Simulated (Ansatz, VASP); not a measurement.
One calculation of Mg5Te2, two programs

```
Mg Te
1.0
     6.23313    0.00000    0.00000
    -3.11656    5.39805    0.00000
     0.00000    0.00000    5.45507
Mg Te
5 2
Direct
  0.00000 0.00000 0.03083
  0.33333 0.66667 0.05716
  0.49392 0.50608 0.55784
  0.49392 0.98783 0.55784
  0.01217 0.50608 0.55784
  0.00000 0.00000 0.53118
  0.66667 0.33333 0.04682
```

Alike in both runs: functional PBE; k mesh 3 × 3 × 3; occupations gaussian, width 0.2 eV; no spin polarisation.

Ansatz relaxed the structure, and its values are those at the end. VASP's run is a single point on that final structure, the one shown.

|  | VASP | Ansatz |
| --- | --- | --- |
| version | VASP 6.6.1 | Ansatz 0.2.0 |
| potentials or method | VASP PAW PBE potentials, release 64 (Mg, Te), cutoff 600 eV | scalar-relativistic, plane waves, PAW |
| valence electrons in the cell | 22 | 82 |

```tsv
	VASP	Ansatz	Ansatz less VASP
gap on the k mesh at the Fermi level (eV)	none	none	-
pressure (GPa)	0.0	0.1	+0.07
rms of the force components (eV/Å)	0.007	0.007	+0.0005
```

A gap of «none» marks a metal or a gap that the smearing closes. VASP's potentials hold 22 valence electrons a cell and Ansatz's 82, so a difference there can come from the potentials and not from the codes.

The k mesh is coarse, so the values compare programs but aren't converged. Spin-orbit coupling is off throughout.
